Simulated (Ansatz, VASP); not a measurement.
## SnSe: VASP beside Ansatz

```
CELL_PARAMETERS angstrom
0.00000 3.45539 3.45539
3.45539 0.00000 3.45539
3.45539 3.45539 0.00000
ATOMIC_POSITIONS crystal
Sn 0.00000 0.00000 0.00000
Se 0.25000 0.25000 0.25000
```

Change from the starting cell: volume scaled by 1.06, PAW files.

Alike in both runs: task electric field gradients; functional PBE; k mesh 12 × 12 × 12; occupations fermi-dirac, width 0.05 eV; no spin polarisation.

|  | VASP | Ansatz |
| --- | --- | --- |
| version | VASP 6.6.1 | Ansatz 0.2.0 |
| potentials or method | VASP PAW PBE potentials, release 64 (Sn_d, Se) | PAW with Ansatz's default frozen-core files, scalar-relativistic |
| plane-wave cutoff (eV) | 520 | 420 |
| valence electrons in the cell | 20 | 30 |

|  | VASP | Ansatz | Ansatz less VASP |
| --- | --- | --- | --- |
| pressure (GPa) | -1.6 | -1.6 | 0.00 |

The functional is the same, so the differences come from potentials, cutoffs and numerics. VASP's potentials hold 20 valence electrons a cell and Ansatz's 30, so a difference there can come from the potentials and not from the codes.
